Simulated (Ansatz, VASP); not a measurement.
# One calculation of CoO, two programs

The input INCAR:

```
PREC = Accurate
ENCUT = 700
EDIFF = 1E-6
ISMEAR = 0
SIGMA = 0.05
LREAL = False
LASPH = True
NELM = 200
ALGO = Normal
ISIF = 2
LWAVE = False
LCHARG = True
ISPIN = 2
MAGMOM = 0.5 0
LORBIT = 11
LMAXMIX = 4
LDAU = True
LDAUTYPE = 2
LDAUL = 2 -1
LDAUU = 3.3 0
LDAUJ = 0 0
LDAUPRINT = 1
GGA = PE
LELF = True
LVHAR = True
NBANDS = 22
GGA_COMPAT = False
```

KPOINTS

```
Automatic mesh
0
Gamma
  10 10 10
```

Contents of POSCAR:

```
CoO
1.0
    0.0000000000      2.1315016559      2.1315016559
    2.1315016559      0.0000000000      2.1315016559
    2.1315016559      2.1315016559      0.0000000000
Co O
1 1
Direct
    0.0000000000      0.0000000000      0.0000000000
    0.5000000000      0.5000000000      0.5000000000
```

Input for Ansatz:

```yaml
crystal:
  lattice:
    - [0.0, 2.1315016559, 2.1315016559]
    - [2.1315016559, 0.0, 2.1315016559]
    - [2.1315016559, 2.1315016559, 0.0]
  atoms:
    - { symbol: Co, position: [0.0, 0.0, 0.0], spin: 0.5 }
    - { symbol: O, position: [0.5, 0.5, 0.5] }
basis:
  ecutwfc: 420
  ecutrho_ratio: 4
kpoints:
  mp_grid: { grid: [10, 10, 10] }
hamiltonian:
  xc: pbe
  hubbard: { sites: [{ species: Co, l: d, u_eff: 3.3 }] }
scf:
  occupations: { method: gaussian, width: 0.05 }
  lower_state_search: "off"
output:
  forces: true
  stress: true
  eigenvalues: true
  populations: true
  hubbard: { sites: [{ species: Co, l: d }] }
magnetization:
  spin_polarized: true
checkpoint:
  read: start.run
  write: ck
  compress: false
  write_wavefunctions: false
  write_every: 100000
```

Alike in both runs: task single point; functional PBE; k mesh 10 × 10 × 10; occupations gaussian, width 0.05 eV; collinear spin; Hubbard terms Co d U = 3.3 eV.

|  | VASP | Ansatz |
| --- | --- | --- |
| version | VASP 6.6.1 | Ansatz 0.2.0 |
| potentials or method | VASP PAW PBE potentials, release 64 (Co_sv, O), cutoff 700 eV | scalar-relativistic, plane waves, PAW |
| valence electrons in the cell | 23 | 23 |

```csv
,VASP,Ansatz,Ansatz less VASP
pressure (GPa),-0.8,8.2,+8.93
net moment per atom (μB),1.50,1.50,0.000
size of the moment on the site where the two differ most (μB),2.69,2.60,-0.089
```

Site moments also hang on the region over which each program counts them. The programs project onto different local orbitals, so the same U acts differently, and such runs can settle in different states. Ansatz's warnings: stability check not made.
